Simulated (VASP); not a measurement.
# Pd (Fm-3m) in VASP: a series of runs, part 2 of 2

VASP 6.6.1. Earlier steps stand in the parts before.

### Step 4. Single point, BLYP+D4

This run uses another cell than the first one, of 15.05 Å³/atom, 0.981 times its volume.

File INCAR:

```
SYSTEM = Pd
PREC = Accurate ; ENCUT = 520
EDIFF = 1E-7 ; ISMEAR = -1
SIGMA = 0.05 ; LREAL = .False.
LASPH = .True. ; NELM = 60
ALGO = Normal ; ISIF = 2
LWAVE = .False. ; LCHARG = .True.
GGA = B5 ; ALDAX = 1.0
AGGAX = 1.0 ; AGGAC = 1.0
ALDAC = 0.0 ; IVDW = 13
VDW_S6 = 1.0 ; VDW_S8 = 2.34076671
VDW_A1 = 0.44488865 ; VDW_A2 = 4.0933009
LELF = .True. ; LVHAR = .True.
NBANDS = 11
```

File KPOINTS:

```
regular mesh
0
Gamma
  12 12 12
  0 0 0
```

File POSCAR:

```
Pd
1.0
    0.0000000000      1.9593911042      1.9593911042
    1.9593911042      0.0000000000      1.9593911042
    1.9593911042      1.9593911042      0.0000000000
Pd
1
Direct
    0.0000000000      0.0000000000      0.0000000000
```

Potentials or basis: VASP PAW PBE potentials, release 64 (Pd).

Run with:

```sh
cat potpaw_PBE.64/Pd/POTCAR > POTCAR
mpirun -np 1 vasp_std > vasp.out
```

OUTCAR:

```text
SYSTEM = Pd
   PREC = Accurate
   ENCUT = 520
   EDIFF = 1E-7
   ISMEAR = -1
   LREAL = .False.
   LASPH = .True.
   NELM = 60
   ISIF = 2
   GGA = B5
   IVDW = 13

 ion  position               nearest neighbor table
   1  0.000  0.000  0.000-

  LATTYP: Found a face centered cubic cell.
 ALAT       =     3.9187822084

  Lattice vectors:

 A1 = (   0.0000000000,   1.9593911042,   1.9593911042)
 A2 = (   1.9593911042,   0.0000000000,   1.9593911042)
 A3 = (   1.9593911042,   1.9593911042,   0.0000000000)
[... 516 lines left out ...]
     11      35.9504      0.00000

 [... further k-points ...]

------------------------ aborting loop because EDIFF is reached ----------------------------------------

  DFT-D4 for vdW energy calculation

  Edisp (eV):   -0.92839

  FORCE on cell =-STRESS in cart. coord.  units (eV):
  Direction    XX          YY          ZZ          XY          YZ          ZX
  --------------------------------------------------------------------------------------
  -------------------------------------------------------------------------------------
  Total       0.40652     0.40652     0.40652    -0.00000     0.00000     0.00000
  in kB      43.29141    43.29141    43.29141    -0.00000     0.00000     0.00000
  external pressure =       43.29 kB  Pullay stress =        0.00 kB

 VOLUME and BASIS-vectors are now :
 -----------------------------------------------------------------------------
  energy-cutoff  :      520.00
  volume of cell :       15.05
      direct lattice vectors                 reciprocal lattice vectors
     0.000000000  1.959391104  1.959391104    -0.255181316  0.255181316  0.255181316
     1.959391104  0.000000000  1.959391104     0.255181316 -0.255181316  0.255181316
     1.959391104  1.959391104  0.000000000     0.255181316  0.255181316 -0.255181316

 POSITION                                       TOTAL-FORCE (eV/Angst)
 -----------------------------------------------------------------------------------
      0.00000      0.00000      0.00000         0.000000      0.000000      0.000000
 -----------------------------------------------------------------------------------
    total drift:                               -0.000000      0.000000     -0.000000

  FREE ENERGIE OF THE ION-ELECTRON SYSTEM (eV)
  ---------------------------------------------------
  free  energy   TOTEN  =        -5.2668014550 eV

  energy  without entropy=       -5.2470721092  energy(sigma->0) =       -5.25693678
```

stdout:

```text
POSCAR found type information on POSCAR Pd
 POSCAR found :  1 types and       1 ions
 scaLAPACK will be used
 -----------------------------------------------------------------------------
|                                                                             |
|                                                                             |
|     You enforced a specific xc type in the INCAR file but a different       |
|     I HOPE YOU KNOW WHAT YOU ARE DOING!                                     |
|                                                                             |
 -----------------------------------------------------------------------------

 LDA part: xc-table for (Slater(with rela. corr.)+VWN5), standard interpolation
 POSCAR, INCAR and KPOINTS ok, starting setup
 FFT: planning ... GRIDC
 FFT: planning ... GRID_SOFT
 FFT: planning ... GRID
 WAVECAR not read
 entering main loop
```

It took 11 s on 1 thread of Intel Xeon Platinum 8488C (Sapphire Rapids), shared host; peak memory 0.14 GiB.

What came out:

| Item | Value |
| --- | --- |
| Free energy | -5.2668 eV |
| Pressure | 4.3 GPa |
| Band gap on the k mesh | zero (band 5 reaches 10.24 eV, above the bottom of band 6 at 8.69 eV) |
| Dispersion energy per atom | -0.928 eV |

Caveat: the PAW data sets were made with another functional, which shifts forces and pressure a little; pairwise dispersion overbinds metals, which lowers pressure and volume.

### Step 5. Single point, BLYP+D4

File INCAR:

```
  PREC = Accurate
  ENCUT = 520
  EDIFF = 1E-6
  ISMEAR = -1
  SIGMA = 0.05
  LREAL = F
  LASPH = T
  NELM = 60
  ALGO = Normal
  ISIF = 2
  LWAVE = F
  LCHARG = F
  GGA = B5
  ALDAX = 1.0
  AGGAX = 1.0
  AGGAC = 1.0
  ALDAC = 0.0
  IVDW = 13
  VDW_S6 = 1.0
  VDW_S8 = 2.34076671
  VDW_A1 = 0.44488865
  VDW_A2 = 4.0933009
  NBANDS = 11
```

File KPOINTS:

```
regular mesh
0
Gamma
  12 12 12
```

File POSCAR:

```
Pd
1.0
    0.0000000000      1.9721147795      1.9721147795
    1.9721147795      0.0000000000      1.9721147795
    1.9721147795      1.9721147795      0.0000000000
Pd
1
Direct
    0.0000000000      0.0000000000      0.0000000000
```

Run with:

```sh
cat potpaw_PBE.64/Pd/POTCAR > POTCAR
mpirun -np 1 vasp_std > vasp.out
```

It took 9.7 s on 1 thread of Intel Xeon Platinum 8488C (Sapphire Rapids), shared host; peak memory 0.14 GiB.

The run converged. Its results:

| Quantity | Value |
| --- | --- |
| Free energy | -5.2716 eV |
| Pressure | 0.8 GPa |
| Band gap on the k mesh | zero (band 5 reaches 9.90 eV, above the bottom of band 6 at 8.40 eV) |
| Dispersion energy per atom | -0.911 eV |

Levels at points of the mesh, in eV from the Fermi level:
```tsv
k point	band 3	band 4	band 5	band 6	band 7	band 8
(0.00, 0.00, 0.00)	-2.65	-2.65	-1.15	-1.15	17.52	21.89
(0.50, 0.00, 0.00)	-2.70	-0.01	-0.01	1.38	7.07	16.90
(0.50, 0.50, 0.00)	-0.05	0.29	0.29	3.57	10.47	13.11
```

Caveat: the PAW data sets were made with another functional, which shifts forces and pressure a little; pairwise dispersion overbinds metals, which lowers pressure and volume.

### Step 6. Summary

| level | cell | gap on the mesh (eV) | pressure (GPa) |
| --- | --- | --- | --- |
| revPBE+D3(BJ) | a = 2.789 Å, angles 60.0°, 1 atom | none | -10.7 |
| revPBE+D3(BJ) | a = 2.807 Å, angles 60.0°, 1 atom | none | -13.2 |
| BLYP+D4 | a = 2.771 Å, angles 60.0°, 1 atom | none | 4.3 |
| BLYP+D4 | a = 2.789 Å, angles 60.0°, 1 atom | none | 0.8 |

Alike in all rows: task single point; potentials or basis VASP PAW PBE potentials, release 64 (Pd); no spin polarisation; k mesh 12 × 12 × 12; cutoff (eV) 520; smearing fermi-dirac 0.05 eV.

Caveats: the PAW data sets were made with another functional, which shifts forces and pressure a little; pairwise dispersion overbinds metals, which lowers pressure and volume.

Total energies depend on the potentials used, so only differences within one code and one set of settings carry meaning.
